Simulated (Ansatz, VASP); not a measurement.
# Ba3TaH9: VASP beside Ansatz

```xyz
13
Lattice="5.7677 0.0000 0.0000 -2.8838 4.9950 0.0000 0.0000 0.0000 7.2448" Properties=species:S:1:pos:R:3 pbc="T T T"
Ba    2.8838    1.6650    5.2449
Ba    0.0000    0.0000    0.0000
Ba    0.0000    3.3300    2.0000
Ta    0.0000    0.0000    3.6224
H     0.0000    1.5211    4.7610
H     1.5666    4.2344    4.7610
H    -1.5666    4.2344    4.7610
H     2.8838    0.0000    0.0000
H    -1.4419    2.4975    0.0000
H     1.4419    2.4975    0.0000
H     2.8838    3.4739    2.4838
H     1.3173    0.7605    2.4838
H     4.4504    0.7605    2.4838
```

Alike in both runs: functional PBE; k mesh 3 × 3 × 4; occupations gaussian, width 0.1 eV; no spin polarisation.

Ansatz relaxed the structure, and its values are those at the end. VASP's run is a single point on that final structure, the one shown.

```csv
,VASP,Ansatz
version,VASP 6.6.1,Ansatz 0.2.0
potentials or method,"VASP PAW PBE potentials, release 64 (Ba_sv, Ta_pv, H), cutoff 520 eV","scalar-relativistic, plane waves, PAW"
valence electrons in the cell,50,52
```

|  | VASP | Ansatz | Ansatz less VASP |
| --- | --- | --- | --- |
| gap on the k mesh at the Fermi level (eV) | none | none | - |
| pressure (GPa) | 0.4 | 0.0 | -0.41 |
| rms of the force components (eV/Å) | 0.016 | 0.006 | -0.0103 |

A gap of «none» marks a metal or a gap that the smearing closes. The functional is the same, so the differences come from potentials, cutoffs and numerics. VASP's potentials hold 50 valence electrons a cell and Ansatz's 52, so a difference there can come from the potentials and not from the codes.

The k mesh is coarse, so the values compare programs but aren't converged. Spin-orbit coupling is off throughout.
